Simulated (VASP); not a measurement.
The system is ZnSnP2.

```xyz
8
Lattice="-2.8511 2.8511 5.7169 2.8511 -2.8511 5.7169 2.8511 2.8511 -5.7169" Properties=species:S:1:pos:R:3 pbc="T T T"
Zn    0.0000    2.8511    2.8584
Zn    0.0000    0.0000    0.0000
Sn    2.8511    0.0000    2.8584
Sn    0.0000    0.0000    5.7169
P     1.2989    1.4256    1.4292
P    -1.4256    1.5522    4.2876
P     4.2767    1.2989   -1.4292
P     1.5522    1.4256    7.1461
```

```yaml
Program: VASP 6.6.1
Task: relaxation of cell and atoms
Functional: PBEsol
Potentials_or_basis: VASP PAW PBE potentials, release 64 (Zn, Sn_d, P)
Cutoff: 500 eV
k_mesh: 6 × 6 × 6
Occupations: fermi-dirac, width 0.02 eV
Spin: no spin polarisation
```

At the start: pressure -2.7 GPa; volume 23.24 Å³/atom.

**Question.** How do energy, volume and symmetry change on relaxing?

**Answer.** Over 7 steps the energy falls by 8.3 meV/atom and the volume is 22.31 Å³/atom (-4.0 %); space group I-42d (No. 122, to 0.1 Å) before and after.

The path:
| step | energy change (eV) | largest force (eV/Å) | pressure (GPa) | volume (Å³) |
| --- | --- | --- | --- | --- |
| 1 | 0.0000 | 0.0119 | -2.72 | 185.89 |
| 2 | -0.0512 | 0.1382 | 1.36 | 175.48 |
| 3 | -0.0642 | 0.0971 | 0.01 | 178.59 |
| 4 | -0.0655 | 0.0523 | 0.01 | 178.51 |
| 5 | -0.0660 | 0.0010 | 0.01 | 178.41 |
| 6 | -0.0660 | 0.0007 | 0.01 | 178.41 |
| 7 | -0.0660 | 0.0016 | -0.01 | 178.45 |

Final structure:
```
CELL_PARAMETERS angstrom
-2.81253 2.81253 5.63962
2.81253 -2.81253 5.63962
2.81253 2.81253 -5.63962
ATOMIC_POSITIONS crystal
Zn 0.75000 0.25000 0.50000
Zn 0.00000 0.00000 0.00000
Sn 0.25000 0.75000 0.50000
Sn 0.50000 0.50000 0.00000
P 0.37500 0.35099 0.47599
P 0.64901 0.12500 0.02401
P 0.10099 0.62500 0.97599
P 0.87500 0.89901 0.52401
```

Caveat: the PAW data sets were made with another functional, which shifts forces and pressure a little.
